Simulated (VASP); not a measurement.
# In3S2 (R-3m) in VASP: notebook

In3S2 is run at these levels: PBE; tasks: single point.

All numbers are computed with VASP 6.6.1; they aren't measurements. Logs are shortened: lines on timing, memory, paths and dates and some standing lists are left out, and cuts for length are marked.

## 1. The cell of the first run

Symmetry: R-3m, No. 166, trigonal system. Conventional cell: a = 8.621 Å, b = 8.621 Å, c = 7.462 Å, α = 90.00°, β = 90.00°, γ = 120.00°. Within 3.4 Å of In (site symmetry 2/m) lie 2 S at 2.60 Å. Within 3.4 Å of S (site symmetry 3m) lie 3 In at 2.60 Å.

## 2. Single point, PBE

File INCAR:

```
SYSTEM = In3S2
PREC     = Accurate       ! precision mode
ENCUT    = 520            ! plane-wave cutoff, eV
EDIFF    = 1E-7           ! SCF threshold, eV
ISMEAR   = 0              ! smearing method
SIGMA    = 0.1            ! smearing width, eV
LREAL    = .False.        ! projectors in reciprocal space
LASPH    = .True.         ! aspherical terms in the spheres
NELM     = 100            ! most SCF steps
ALGO     = Normal         ! electronic algorithm
ISIF     = 2              ! what is computed and relaxed
LWAVE    = .False.        ! write WAVECAR
LCHARG   = .False.        ! write CHGCAR
GGA      = PE             ! functional
NBANDS   = 34             ! bands
```

File KPOINTS:

```
Automatic mesh
0
Gamma
  3 3 3
  0 0 0
```

File POSCAR:

```
In3S2
1.0
    4.3105108365      2.4886745918      2.4872163771
   -4.3105108365      2.4886745918      2.4872163771
    0.0000000000     -4.9773491835      2.4872163771
In S
3 2
Direct
    0.0000000000      0.5000000000      0.0000000000
    0.0000000000      0.0000000000      0.5000000000
    0.5000000000      0.0000000000      0.0000000000
    0.7321778279      0.7321778279      0.7321778279
    0.2678221721      0.2678221721      0.2678221721
```

Potentials or basis: VASP PAW PBE potentials, release 64 (In_d, S).

Command:

```
> cat potpaw_PBE.64/In_d/POTCAR potpaw_PBE.64/S/POTCAR > POTCAR
> mpirun -np 1 vasp_std > vasp.out
```

OUTCAR:

```text
SYSTEM = In3S2
   PREC = Accurate
   ENCUT = 520
   EDIFF = 1E-7
   ISMEAR = 0
   LREAL = .False.
   LASPH = .True.
   NELM = 100
   ISIF = 2
   GGA = PE

 ion  position               nearest neighbor table
   1  0.000  0.500  0.000-   4 2.60   5 2.60   2 3.52   2 3.52   3 3.52   3 3.52
   2  0.000  0.000  0.500-   4 2.60   5 2.60   1 3.52   3 3.52   1 3.52   3 3.52
   3  0.500  0.000  0.000-   4 2.60   5 2.60   2 3.52   2 3.52   1 3.52   1 3.52
   4  0.732  0.732  0.732-   2 2.60   1 2.60   3 2.60
   5  0.268  0.268  0.268-   2 2.60   1 2.60   3 2.60

  LATTYP: Found a trigonal (rhomboedric) cell.
 ALAT       =     5.5641935806
 COS(alpha) =    -0.2002812348

  Lattice vectors:

 A1 = (   4.3105108365,   2.4886745918,   2.4872163771)
 A2 = (  -4.3105108365,   2.4886745918,   2.4872163771)
 A3 = (   0.0000000000,  -4.9773491835,   2.4872163771)

Analysis of symmetry for initial positions (statically):
=====================================================================
 Subroutine PRICEL returns:
 Original cell was already a primitive cell.

 Routine SETGRP: Setting up the symmetry group for a
 trigonal (rhombohedral) supercell.

 Subroutine GETGRP returns: Found 12 space group operations
 (whereof 12 operations were pure point group operations)
 out of a pool of 12 trial point group operations.

The static configuration has the point symmetry D_3d.

Analysis of symmetry for dynamics (positions and initial velocities):
=====================================================================
 Subroutine PRICEL returns:
 Original cell was already a primitive cell.

 Routine SETGRP: Setting up the symmetry group for a
 trigonal (rhombohedral) supercell.

 Subroutine GETGRP returns: Found 12 space group operations
 (whereof 12 operations were pure point group operations)
 out of a pool of 12 trial point group operations.

The dynamic configuration has the point symmetry D_3d.

 Subroutine INISYM returns: Found 12 space group operations
 (whereof 12 operations are pure point group operations),
 and found     1 'primitive' translations

----------------------------------------------------------------------------------------

                                     Primitive cell

  volume of cell :     160.0891

  direct lattice vectors                    reciprocal lattice vectors
     4.310510836  2.488674592  2.487216377     0.115995533  0.066970052  0.134018631
    -4.310510836  2.488674592  2.487216377    -0.115995533  0.066970052  0.134018631
     0.000000000 -4.977349184  2.487216377     0.000000000 -0.133940104  0.134018631

  length of vectors
     5.564193581  5.564193581  5.564193580     0.189475446  0.189475446  0.189475446

  position of ions in fractional coordinates (direct lattice)
     0.000000000  0.500000000  1.000000000
     1.000000000  1.000000000  0.500000000
     0.500000000  0.000000000  1.000000000
     0.732177828  0.732177828  0.732177828
     0.267822172  0.267822172  0.267822172

  ion indices of the primitive-cell ions
   primitive index   ion index
                 1           1
                 2           2
                 3           3
                 4           4
                 5           5

----------------------------------------------------------------------------------------

 KPOINTS: Automatic mesh

Automatic generation of k-mesh.
 Grid dimensions read from file:
 generate k-points for:    3    3    3

 Generating k-lattice:

  Cartesian coordinates                     Fractional coordinates (reciprocal lattice)
     0.038665178  0.022323351  0.044672877     0.333333333  0.000000000  0.000000000
    -0.038665178  0.022323351  0.044672877     0.000000000  0.333333333  0.000000000
     0.000000000 -0.044646701  0.044672877     0.000000000  0.000000000  0.333333333

  Length of vectors
     0.063158482  0.063158482  0.063158482

  Shift w.r.t. Gamma in fractional coordinates (k-lattice)
     0.000000000  0.000000000  0.000000000

 Subroutine IBZKPT returns following result:
 ===========================================

 Found      6 irreducible k-points:

 Following reciprocal coordinates:
            Coordinates               Weight
  0.000000  0.000000  0.000000      1.000000
  0.333333  0.000000  0.000000      6.000000
  0.333333  0.333333  0.000000      6.000000
 -0.333333  0.333333  0.000000      6.000000
  0.333333  0.333333  0.333333      2.000000
 -0.333333  0.333333  0.333333      6.000000
   k-points           NKPTS =      6   k-points in BZ     NKDIM =      6   number of bands    NBANDS=     34
   number of dos      NEDOS =    301   number of ions     NIONS =      5
   total plane-waves  NPLWV =  74088
   dimension x,y,z NGX =    42 NGY =   42 NGZ =   42
   dimension x,y,z NGXF=    84 NGYF=   84 NGZF=   84
   ions per type =               3   2
   NGX,Y,Z   is equivalent  to a cutoff of  12.55, 12.55, 12.55 a.u.
   NGXF,Y,Z  is equivalent  to a cutoff of  25.10, 25.10, 25.10 a.u.
 SYSTEM =  In3S2
   PREC   = accura    normal or accurate (medium, high low for compatibility)
   ISTART =      0    job   : 0-new  1-cont  2-samecut
   ICHARG =      2    charge: 1-file 2-atom 10-const
   ISPIN  =      1    spin polarized calculation?
   LNONCOLLINEAR =      F non collinear calculations
   LSORBIT =      F    spin-orbit coupling
   LASPH  =      T    aspherical Exc in radial PAW
   ENCUT  =  520.0 eV  38.22 Ry    6.18 a.u.  10.35 10.35 10.35*2*pi/ulx,y,z
   NELM   =    100;   NELMIN=  2; NELMDL= -5     # of ELM steps
   EDIFF  = 0.1E-06   stopping-criterion for ELM
   LREAL  =      F    real-space projection
   EDIFFG = 0.1E-05   stopping-criterion for IOM
   NSW    =      0    number of steps for IOM
   IBRION =     -1    ionic relax: 0-MD 1-quasi-New 2-CG
   NFREE  =      0    steps in history (QN), initial steepest desc. (CG)
   ISIF   =      2    stress and relaxation
   ISYM   =      2    0-nonsym 1-usesym 2-fastsym
   POTIM  = 0.5000    time-step for ionic-motion
   TEBEG  =    0.0;   TEEND  =   0.0 temperature during run
   PSTRESS=    0.0 pullay stress
   NELECT =      51.0000    total number of electrons
   NUPDOWN=      -1.0000    fix difference up-down
   EMIN   =  10.00;   EMAX   =-10.00  energy-range for DOS
   EFERMI =   0.00;   METHOD = LEGACY
   ISMEAR =     0;   SIGMA  =   0.10  broadening in eV -4-tet -1-fermi 0-gaus
   EFERMI_NEDOS =   21; number of points for ismear=-14 and -15
   IALGO  =     38    algorithm
   IMIX   =      4    mixing-type and parameters
     AMIX     =   0.40;   BMIX     =  1.00
     AMIX_MAG =   1.60;   BMIX_MAG =  1.00
  volume/ion in A,a.u.               =      32.02       216.07
  Fermi-wavevector in a.u.,A,eV,Ry     =   1.118092  2.112888 17.009057  1.250130
  Thomas-Fermi vector in A             =   2.254721
   LORBIT       =      0    0 simple, 1 ext, 2 COOP (PROOUT), +10 PAW based schemes
   GGA     = PE    functional components
   LHFCALC =     F    Hartree Fock is set to
   AEXX    =    0.0000 exact exchange contribution
   IVDW    =     0    specifies the selected vdW correction
   LEPSILON=     F    determine dielectric tensor
   LRPA    =     F    only Hartree local field effects (RPA)
 non-spin polarized calculation
 Gauss-broadening in eV      SIGMA  =   0.10
  energy-cutoff  :      520.00
  volume of cell :      160.09
 maximum number of plane-waves:      4330
 NGX is ok and might be reduce to    42
   NGX = 21   NGY = 21   NGZ = 21

 number of electron      51.0000040 magnetization

 Free energy of the ion-electron system (eV)
  ---------------------------------------------------
  ext. energy  EPLUGINS =         0.00000000
  ---------------------------------------------------
  free energy    TOTEN  =       -15.01198066 eV

  energy without entropy =      -14.97722338  energy(sigma->0) =      -14.99460202

 E-fermi :   3.6270     XC(G=0):  -8.4849

 val. band max:        3.6218227404   @ k =   0.3333   0.0000   0.0000
 cond. band min:       3.6832285050   @ k =   0.3333   0.0000   0.0000
 fundamental gap:      0.0614057647
 Fermi energy:         3.6270397266

 k-point     1 :       0.0000    0.0000    0.0000
  band No.  band energies     occupation
      1     -11.2772      2.00000
      2     -10.9525      2.00000
      3     -10.9525      2.00000
      4     -10.8544      2.00000
      5     -10.8442      2.00000
      6     -10.8442      2.00000
[... 26 lines left out ...]
     33       9.0151      0.00000
     34       9.0151      0.00000

 k-point     2 :       0.3333    0.0000    0.0000
  band No.  band energies     occupation
      1     -11.1901      2.00000
      2     -10.9645      2.00000
      3     -10.8967      2.00000
      4     -10.8821      2.00000
      5     -10.8369      2.00000
      6     -10.8351      2.00000
[... 26 lines left out ...]
     33       9.3968      0.00000
     34       9.6478      0.00000

 k-point     3 :       0.3333    0.3333    0.0000
  band No.  band energies     occupation
      1     -11.1715      2.00000
      2     -10.9377      2.00000
      3     -10.9010      2.00000
      4     -10.8685      2.00000
      5     -10.8372      2.00000
      6     -10.8340      2.00000
[... 26 lines left out ...]
     33       8.6117      0.00000
     34       9.6084      0.00000

 k-point     4 :      -0.3333    0.3333    0.0000
  band No.  band energies     occupation
      1     -11.0832      2.00000
      2     -11.0539      2.00000
      3     -10.9301      2.00000
      4     -10.8661      2.00000
      5     -10.8341      2.00000
      6     -10.8304      2.00000
[... 26 lines left out ...]
     33       9.6260      0.00000
     34       9.6684      0.00000

 k-point     5 :       0.3333    0.3333    0.3333
  band No.  band energies     occupation
      1     -11.2388      2.00000
      2     -10.8953      2.00000
      3     -10.8664      2.00000
      4     -10.8664      2.00000
      5     -10.8388      2.00000
      6     -10.8259      2.00000
[... 26 lines left out ...]
     33       7.9254      0.00000
     34      10.4364      0.00000

 k-point     6 :      -0.3333    0.3333    0.3333
  band No.  band energies     occupation
      1     -11.1703      2.00000
      2     -10.9683      2.00000
      3     -10.9478      2.00000
      4     -10.8695      2.00000
      5     -10.8562      2.00000
      6     -10.8445      2.00000
[... 26 lines left out ...]
     33       9.9034      0.00000
     34      10.1723      0.00000

------------------------ aborting loop because EDIFF is reached ----------------------------------------

  FORCE on cell =-STRESS in cart. coord.  units (eV):
  Direction    XX          YY          ZZ          XY          YZ          ZX
  --------------------------------------------------------------------------------------
  -------------------------------------------------------------------------------------
  Total       -0.1560370     -0.1560370     -0.0470060      0.0000000     -0.0000000     -0.0000000
  in kB       -1.5616243     -1.5616243     -0.4704377      0.0000000     -0.0000000     -0.0000000
  external PRESSURE =      -1.1978954 kB  Pullay stress =       0.0000000 kB

 VOLUME and BASIS-vectors are now :
 -----------------------------------------------------------------------------
  energy-cutoff  :      520.00
  volume of cell :      160.09
      direct lattice vectors                 reciprocal lattice vectors
     4.310510836  2.488674592  2.487216377     0.115995533  0.066970052  0.134018631
    -4.310510836  2.488674592  2.487216377    -0.115995533  0.066970052  0.134018631
     0.000000000 -4.977349184  2.487216377     0.000000000 -0.133940104  0.134018631

 POSITION                                       TOTAL-FORCE (eV/Angst)
 -----------------------------------------------------------------------------------
     -2.15526      1.24434      1.24361         0.000000      0.000000     -0.000000
      0.00000     -2.48867      1.24361        -0.000000     -0.000000     -0.000000
      2.15526      1.24434      1.24361        -0.000000     -0.000000     -0.000000
      0.00000      0.00000      5.46325        -0.000000     -0.000000     -0.000128
      0.00000      0.00000      1.99840        -0.000000      0.000000      0.000128
 -----------------------------------------------------------------------------------
    total drift:                               -0.000000      0.000000     -0.000000

  FREE ENERGIE OF THE ION-ELECTRON SYSTEM (eV)
  ---------------------------------------------------
  free  energy   TOTEN  =       -15.0119806591 eV

  energy  without entropy=      -14.9772233846  energy(sigma->0) =      -14.99460202
```

Run time: 26 s. Hardware: 1 thread of AMD EPYC 9R45 (Zen 5), shared host; peak memory 0.22 GiB.

Results:

```
Free energy : -15.0120 eV
Pressure    : -0.1 GPa
```

Levels at points of the mesh, in eV from the Fermi level:
```csv
k point,band 24,band 25,band 26,band 27,band 28,band 29
"(0.00, 0.00, 0.00)",-1.11,-0.61,-0.61,0.96,0.96,1.37
```

Caveat: the k points lie up to 0.40 Å⁻¹ apart; spin-orbit coupling is left out, which moves the levels of the heavy elements.

## 3. Single point, PBE

This run uses another cell than the first one, of 33.00 Å³/atom, 1.031 times its volume.

File INCAR:

```
PREC = Accurate ; ENCUT = 520
EDIFF = 1E-7 ; ISMEAR = 0
SIGMA = 0.1 ; LREAL = F
LASPH = T ; NELM = 80
ALGO = Normal ; ISIF = 2
LWAVE = F ; LCHARG = F
GGA = PE ; NBANDS = 34
```

File KPOINTS:

```
Automatic mesh
0
Gamma
  3 3 3
```

File POSCAR:

```
In3S2
1.0
    3.9101604400      2.2575321800      3.1151295100
   -3.9101604400      2.2575321800      3.1151295100
    0.0000000000     -4.5150643600      3.1151295100
In S
3 2
Direct
    0.0000000000      0.5000000000      0.0000000000
    0.0000000000      0.0000000000      0.5000000000
    0.5000000000      0.0000000000      0.0000000000
    0.8187567600      0.8187567600      0.8187567600
    0.1812432400      0.1812432400      0.1812432400
```

Potentials or basis: VASP PAW PBE potentials, release 64 (In_d, S).

Command:

```
> cat potpaw_PBE.64/In_d/POTCAR potpaw_PBE.64/S/POTCAR > POTCAR
> mpirun -np 1 vasp_std > vasp.out
```

Run time: 27 s. Hardware: 1 thread of AMD EPYC 9R45 (Zen 5), shared host; peak memory 0.22 GiB.

The run converged. Its results:

| Item | Value |
| --- | --- |
| Free energy | -11.3008 eV |
| Pressure | 14.4 GPa |
| Largest force | 1.059 eV/Å |

Forces in eV/Å, atoms in the order of the input:
```
In   0.000  0.000  0.000
In   0.000  0.000  0.000
In   0.000  0.000  0.000
S    0.000  0.000 -1.059
S    0.000  0.000  1.059
```

Stress tensor (GPa, compression positive):
```
22.70  0.00  0.00
 0.00 22.70  0.00
 0.00  0.00 -2.20
```

Levels at points of the mesh, in eV from the Fermi level:
| k point | band 23 | band 24 | band 25 | band 26 | band 27 | band 28 | band 29 | band 30 |
| --- | --- | --- | --- | --- | --- | --- | --- | --- |
| (0.00, 0.00, 0.00) | -3.35 | -3.22 | -0.78 | -0.78 | 1.59 | 1.59 | 2.43 | 2.64 |

Caveat: the k points lie up to 0.38 Å⁻¹ apart; spin-orbit coupling is left out, which moves the levels of the heavy elements; forces of over 1 eV/Å act on the atoms, so gaps and moduli don't describe the material at rest.
